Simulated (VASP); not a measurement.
# Sb in VASP: notebook, part 3 of 3

VASP 6.6.1. Earlier steps stand in the parts before.

## Step 5: Electric field gradients, PBE (equal xy, yz and zx shear strains of -1 %)

File INCAR:

```
  PREC = Accurate
  ENCUT = 520
  EDIFF = 1E-8
  ISMEAR = -1
  SIGMA = 0.05
  LREAL = F
  LASPH = T
  NELM = 100
  ALGO = Normal
  ISIF = 2
  LWAVE = F
  LCHARG = F
  GGA = PE
  LEFG = T
  NBANDS = 12
```

File KPOINTS:

```
regular mesh
0
Gamma
  9 9 9
```

File POSCAR:

```
Sb
1.0
    2.1256720836      1.2121766789      3.7270387499
   -2.1755285804      1.2336826823      3.7485447533
   -0.0063035032     -2.5020193611      3.7564164968
Sb
2
Direct
    0.2336400000      0.2336400000      0.2336400000
    0.7663600000      0.7663600000      0.7663600000
```

Potentials or basis: VASP PAW PBE potentials, release 64 (Sb).

The run is started by

```console
> cat potpaw_PBE.64/Sb/POTCAR > POTCAR
> mpirun -np 1 vasp_std > vasp.out
```

OUTCAR:

```text
PREC = Accurate
   ENCUT = 520
   EDIFF = 1E-8
   ISMEAR = -1
   LREAL = F
   LASPH = T
   NELM = 100
   ISIF = 2
   GGA = PE

 ion  position               nearest neighbor table
   1  0.234  0.234  0.234-   2 2.89   2 2.91   2 2.91   2 3.33   2 3.35   2 3.36
   2  0.766  0.766  0.766-   1 2.89   1 2.91   1 2.91   1 3.33   1 3.35   1 3.36

  LATTYP: Found a triclinic cell.
 ALAT       =     4.2826901800
 B/A-ratio  =     1.0043472705
 C/A-ratio  =     1.0538709749
 COS(alpha) =     0.0027861848
 COS(beta)  =     0.4871714925
 COS(gamma) =     0.4934979113

  Lattice vectors:

 A1 = (   2.1319755868,   3.7141960400,  -0.0293777469)
 A2 = (   4.3012006640,  -0.0215060034,  -0.0215060034)
 A3 = (   0.0063035032,   2.5020193611,  -3.7564164968)

Analysis of symmetry for initial positions (statically):
=====================================================================
 Subroutine PRICEL returns:
 Original cell was already a primitive cell.

 Routine SETGRP: Setting up the symmetry group for a
 triclinic supercell.

 Subroutine GETGRP returns: Found  2 space group operations
 (whereof  2 operations were pure point group operations)
 out of a pool of  2 trial point group operations.

The static configuration has the point symmetry S_2 .

Analysis of symmetry for dynamics (positions and initial velocities):
=====================================================================
 Subroutine PRICEL returns:
 Original cell was already a primitive cell.

 Routine SETGRP: Setting up the symmetry group for a
 triclinic supercell.

 Subroutine GETGRP returns: Found  2 space group operations
 (whereof  2 operations were pure point group operations)
 out of a pool of  2 trial point group operations.

The dynamic configuration has the point symmetry S_2 .

 Subroutine INISYM returns: Found  2 space group operations
 (whereof  2 operations are pure point group operations),
 and found     1 'primitive' translations

----------------------------------------------------------------------------------------

                                     Primitive cell

  volume of cell :      59.9809

  direct lattice vectors                    reciprocal lattice vectors
     2.125672084  1.212176679  3.727038750     0.233626878  0.135852552  0.090878736
    -2.175528580  1.233682682  3.748544753    -0.231382933  0.133515820  0.088542003
    -0.006303503 -2.502019361  3.756416497    -0.000901697 -0.268026123  0.087686700

  length of vectors
     4.458550432  4.506271777  4.513402875     0.285125199  0.281432447  0.282006690

  position of ions in fractional coordinates (direct lattice)
     0.233640000  0.233640000  0.233640000
     0.766360000  0.766360000  0.766360000

  ion indices of the primitive-cell ions
   primitive index   ion index
                 1           1
                 2           2

----------------------------------------------------------------------------------------

 KPOINTS: regular mesh

Automatic generation of k-mesh.
[... 79 lines left out ...]
   EMIN   =  10.00;   EMAX   =-10.00  energy-range for DOS
   EFERMI =   0.00;   METHOD = LEGACY
   ISMEAR =    -1;   SIGMA  =   0.05  broadening in eV -4-tet -1-fermi 0-gaus
   EFERMI_NEDOS =   21; number of points for ismear=-14 and -15
   IALGO  =     38    algorithm
   IMIX   =      4    mixing-type and parameters
     AMIX     =   0.40;   BMIX     =  1.00
     AMIX_MAG =   1.60;   BMIX_MAG =  1.00
  volume/ion in A,a.u.               =      29.99       202.39
  Fermi-wavevector in a.u.,A,eV,Ry     =   0.901026  1.702691 11.045849  0.811847
  Thomas-Fermi vector in A             =   2.024056
   LORBIT       =      0    0 simple, 1 ext, 2 COOP (PROOUT), +10 PAW based schemes
   GGA     = PE    functional components
[... 5 lines left out ...]
 non-spin polarized calculation
  energy-cutoff  :      520.00
  volume of cell :       59.98
 maximum number of plane-waves:      1630
 NGX is ok and might be reduce to    36
   NGX = 17   NGY = 17   NGZ = 17

 number of electron      10.0000000 magnetization

 Free energy of the ion-electron system (eV)
  ---------------------------------------------------
  ext. energy  EPLUGINS =         0.00000000
  ---------------------------------------------------
  free energy    TOTEN  =        -8.24737457 eV

  energy without entropy =       -8.24560658  energy(sigma->0) =       -8.24649057

 E-fermi :   7.3728     XC(G=0):  -9.5613

 val. band max:        7.3502763445   @ k =   0.4444   0.0000   0.0000
 cond. band min:       7.3832067740   @ k =  -0.0000  -0.0000   0.4444
 fundamental gap:      0.0329304295
 Fermi energy:         7.3727640917

 k-point     1 :       0.0000    0.0000    0.0000
  band No.  band energies     occupation
      1      -5.4020      2.00000
      2       2.6216      2.00000
      3       5.2967      2.00000
      4       5.4733      2.00000
      5       5.6460      2.00000
      6       9.4473      0.00000
      7      10.0153      0.00000
      8      10.1580      0.00000
      9      12.3884      0.00000
     10      12.4892      0.00000
     11      12.6333      0.00000
     12      13.9470      0.00000
[... 331 lines left out ...]
 k-point    24 :       0.0000    0.3333    0.0000
  band No.  band energies     occupation
      1      -4.1992      2.00000
      2      -0.6990      2.00000
      3       5.4379      2.00000
      4       5.4664      2.00000
      5       6.5900      2.00000
      6       8.0842      0.00000
      7       8.1623      0.00000
      8       8.4044      0.00000
      9      13.0162      0.00000
     10      13.7811      0.00000
     11      14.3466      0.00000
     12      17.8958      0.00000

 [... further k-points ...]

------------------------ aborting loop because EDIFF is reached ----------------------------------------

  FORCE on cell =-STRESS in cart. coord.  units (eV):
  Direction    XX          YY          ZZ          XY          YZ          ZX
  --------------------------------------------------------------------------------------
  -------------------------------------------------------------------------------------
  Total        1.1441464      1.3946118      1.0668138      0.0244961      0.2380340      0.1123569
  in kB       30.5618046     37.2520972     28.4961385      0.6543257      6.3582322      3.0012165
  external PRESSURE =      32.1033468 kB  Pullay stress =       0.0000000 kB

 VOLUME and BASIS-vectors are now :
 -----------------------------------------------------------------------------
  energy-cutoff  :      520.00
  volume of cell :       59.98
      direct lattice vectors                 reciprocal lattice vectors
     2.125672084  1.212176679  3.727038750     0.233626878  0.135852552  0.090878736
    -2.175528580  1.233682682  3.748544753    -0.231382933  0.133515820  0.088542003
    -0.006303503 -2.502019361  3.756416497    -0.000901697 -0.268026123  0.087686700

 POSITION                                       TOTAL-FORCE (eV/Angst)
 -----------------------------------------------------------------------------------
     -0.01312     -0.01312      2.62424         0.026604      0.050313      0.244268
     -0.04304     -0.04304      8.60776        -0.026604     -0.050313     -0.244268
 -----------------------------------------------------------------------------------
    total drift:                                0.000000     -0.000000      0.000000

  FREE ENERGIE OF THE ION-ELECTRON SYSTEM (eV)
  ---------------------------------------------------
  free  energy   TOTEN  =        -8.2473745731 eV

  energy  without entropy=       -8.2456065763  energy(sigma->0) =       -8.24649057

 Electric field gradients (V/A^2)
---------------------------------------------------------------------
 ion       V_xx      V_yy      V_zz      V_xy      V_xz      V_yz
---------------------------------------------------------------------
   1      25.645    20.232   -45.877    -2.400    -4.714    -7.190
   2      25.645    20.232   -45.877    -2.400    -4.714    -7.190
---------------------------------------------------------------------

 Electric field gradients after diagonalization (V/A^2)
 (convention: |V_zz| > |V_xx| > |V_yy|)
----------------------------------------------------------------------
 ion       V_xx      V_yy      V_zz     asymmetry (V_yy - V_xx)/ V_zz
----------------------------------------------------------------------
   1      26.610    20.376   -46.986       0.133
   2      26.610    20.376   -46.986       0.133
----------------------------------------------------------------------

           NMR quadrupolar parameters

 Cq : quadrupolar parameter    Cq=e*Q*V_zz/h
 eta: asymmetry parameters     (V_yy - V_xx)/ V_zz
 Q  : nuclear electric quadrupole moment in mb (millibarn)
----------------------------------------------------------------------
 ion       Cq(MHz)       eta       Q (mb)
----------------------------------------------------------------------
   1      -0.114       0.133       1.000
   2      -0.114       0.133       1.000
----------------------------------------------------------------------
```

stdout:

```text
POSCAR found type information on POSCAR Sb
 POSCAR found :  1 types and       2 ions
 scaLAPACK will be used
 LDA part: xc-table for (Slater+PW92), standard interpolation
 POSCAR, INCAR and KPOINTS ok, starting setup
 FFT: planning ... GRIDC
 FFT: planning ... GRID_SOFT
 FFT: planning ... GRID
 WAVECAR not read
 entering main loop
ion   1
     0.0000576    -0.0107120     0.0656877     0.1068549     0.0202702    -0.0461673
     0.0000793    -0.0107120     0.0656877     0.1068549     0.0202702    -0.0461673
     0.0001092    -0.0107120     0.0656877     0.1068549     0.0202702    -0.0461673
     0.0001504    -0.0107120     0.0656877     0.1068549     0.0202702    -0.0461673

     0.0000576     2.1880500     6.6340696    36.3147157     4.3266337    -2.5177586
     0.0000793     2.1877809     6.6333951    36.3108117     4.3261725    -2.5175243
     0.0001092     2.1873527     6.6323265    36.3046243     4.3254414    -2.5171536
     0.0001504     2.1866742     6.6306408    36.2948604     4.3242875    -2.5165697

ion   2
     0.0000576    -0.0107120     0.0656877     0.1068549     0.0202702    -0.0461673
     0.0000793    -0.0107120     0.0656877     0.1068549     0.0202702    -0.0461673
     0.0001092    -0.0107120     0.0656877     0.1068549     0.0202702    -0.0461673
     0.0001504    -0.0107120     0.0656877     0.1068549     0.0202702    -0.0461673

     0.0000576     2.1880500     6.6340696    36.3147157     4.3266337    -2.5177586
     0.0000793     2.1877809     6.6333951    36.3108117     4.3261725    -2.5175243
     0.0001092     2.1873527     6.6323265    36.3046243     4.3254414    -2.5171536
     0.0001504     2.1866742     6.6306408    36.2948604     4.3242875    -2.5165697
```

It took 2.1 min on 1 thread of Intel Xeon Platinum 8488C (Sapphire Rapids), shared host; peak memory 0.37 GiB.

Results:

| Item | Value |
| --- | --- |
| Free energy | -8.2474 eV |
| Pressure | 3.2 GPa |
| Largest force | 0.251 eV/Å |

Forces in eV/Å, atoms in the order of the input:
```
Sb   0.027  0.050  0.244
Sb  -0.027 -0.050 -0.244
```

Stress tensor (GPa, compression positive):
```
3.06 0.07 0.30
0.07 3.73 0.64
0.30 0.64 2.85
```

Levels at points of the mesh, in eV from the Fermi level:
```csv
k point,band 1,band 2,band 3,band 4,band 5,band 6,band 7,band 8,band 9,band 10
"(0.00, 0.00, 0.00)",-12.77,-4.75,-2.08,-1.90,-1.73,2.07,2.64,2.79,5.02,5.12
```

Electric field gradients, principal values (V/Å²):
```
atom   least  middle  greatest (by size)
1 Sb  20.376  26.610             -46.986
2 Sb  20.376  26.610             -46.986
```

Caveat: the cell differs from its parent crystal (equal xy, yz and zx shear strains of -1 %); without QUAD_EFG the Cq values of the log hold for a quadrupole moment of 1 mb, not for the nuclei; spin-orbit coupling is left out, which moves the levels of the heavy elements.

## Step 6: Electric field gradients, PBE (equal xy, yz and zx shear strains of -1 %)

File INCAR:

```
SYSTEM = Sb
PREC     = Accurate       ! precision mode
ENCUT    = 520            ! plane-wave cutoff, eV
EDIFF    = 1E-8           ! SCF threshold, eV
ISMEAR   = -1             ! smearing method
SIGMA    = 0.05           ! smearing width, eV
LREAL    = .False.        ! projectors in reciprocal space
LASPH    = .True.         ! aspherical terms in the spheres
NELM     = 100            ! most SCF steps
ALGO     = Normal         ! electronic algorithm
ISIF     = 2              ! what is computed and relaxed
LWAVE    = .False.        ! write WAVECAR
LCHARG   = .False.        ! write CHGCAR
GGA      = PE             ! functional
LEFG     = .True.       
NBANDS   = 12             ! bands
```

File KPOINTS:

```
regular mesh
0
Gamma
  9 9 9
  0 0 0
```

POSCAR is that of step 5.

Potentials or basis: VASP PAW PBE potentials, release 64 (Sb).

The run is started by

```console
> cat potpaw_PBE.64/Sb/POTCAR > POTCAR
> mpirun -np 1 vasp_std > vasp.out
```

OUTCAR:

```text
SYSTEM = Sb
   PREC = Accurate
   ENCUT = 520
   EDIFF = 1E-8
   ISMEAR = -1
   LREAL = .False.
   LASPH = .True.
   NELM = 100
   ISIF = 2
   GGA = PE

 ion  position               nearest neighbor table
   1  0.234  0.234  0.234-   2 2.89   2 2.91   2 2.91   2 3.33   2 3.35   2 3.36
   2  0.766  0.766  0.766-   1 2.89   1 2.91   1 2.91   1 3.33   1 3.35   1 3.36

  LATTYP: Found a triclinic cell.
 ALAT       =     4.2826901800
 B/A-ratio  =     1.0043472705
 C/A-ratio  =     1.0538709749
 COS(alpha) =     0.0027861848
 COS(beta)  =     0.4871714925
[... 579 lines left out ...]
  free  energy   TOTEN  =        -8.2473745731 eV

  energy  without entropy=       -8.2456065763  energy(sigma->0) =       -8.24649057

 Electric field gradients (V/A^2)
---------------------------------------------------------------------
 ion       V_xx      V_yy      V_zz      V_xy      V_xz      V_yz
---------------------------------------------------------------------
   1      25.645    20.232   -45.877    -2.400    -4.714    -7.190
   2      25.645    20.232   -45.877    -2.400    -4.714    -7.190
---------------------------------------------------------------------

 Electric field gradients after diagonalization (V/A^2)
 (convention: |V_zz| > |V_xx| > |V_yy|)
----------------------------------------------------------------------
 ion       V_xx      V_yy      V_zz     asymmetry (V_yy - V_xx)/ V_zz
----------------------------------------------------------------------
   1      26.610    20.376   -46.986       0.133
   2      26.610    20.376   -46.986       0.133
----------------------------------------------------------------------

           NMR quadrupolar parameters

 Cq : quadrupolar parameter    Cq=e*Q*V_zz/h
 eta: asymmetry parameters     (V_yy - V_xx)/ V_zz
 Q  : nuclear electric quadrupole moment in mb (millibarn)
----------------------------------------------------------------------
 ion       Cq(MHz)       eta       Q (mb)
----------------------------------------------------------------------
   1      -0.114       0.133       1.000
   2      -0.114       0.133       1.000
----------------------------------------------------------------------
```

Run time: 2.1 min. Hardware: 1 thread of Intel Xeon Platinum 8488C (Sapphire Rapids), shared host; peak memory 0.36 GiB.

What came out:

| Item | Value |
| --- | --- |
| Free energy | -8.2474 eV |
| Pressure | 3.2 GPa |
| Largest force | 0.251 eV/Å |

Forces in eV/Å, atoms in the order of the input:
```
Sb   0.027  0.050  0.244
Sb  -0.027 -0.050 -0.244
```

Stress tensor (GPa, compression positive):
```
3.06 0.07 0.30
0.07 3.73 0.64
0.30 0.64 2.85
```

Electric field gradients, principal values (V/Å²):
```csv
atom,least,middle,greatest (by size)
1 Sb,20.376,26.610,-46.986
2 Sb,20.376,26.610,-46.986
```

Caveat: the cell differs from its parent crystal (equal xy, yz and zx shear strains of -1 %); without QUAD_EFG the Cq values of the log hold for a quadrupole moment of 1 mb, not for the nuclei; spin-orbit coupling is left out, which moves the levels of the heavy elements.

## Step 7: The runs side by side

| cell | gap on the mesh (eV) | pressure (GPa) | largest force (eV/Å) |
| --- | --- | --- | --- |
| a = 4.561, b = 4.466, c = 4.451 Å, angles 57.1, 57.5, 56.9°, 2 atoms | none | 3.2 | 0.27 |
| a = 4.401 Å, angles 57.2°, 2 atoms | none | 7.8 | 0.62 |
| a = 4.417 Å, angles 57.2°, 2 atoms | none | 6.9 | 0.55 |
| a = 4.459, b = 4.506, c = 4.513 Å, angles 57.2, 57.0, 57.3°, 2 atoms | - | 3.2 | 0.25 |

Alike in all rows: task electric field gradients; level PBE; potentials or basis VASP PAW PBE potentials, release 64 (Sb); no spin polarisation; k mesh 9 × 9 × 9; cutoff (eV) 520; smearing fermi-dirac 0.05 eV.

Caveats: spin-orbit coupling is left out, which moves the levels of the heavy elements.

Absolute energies hang on the potentials; compare differences alone.
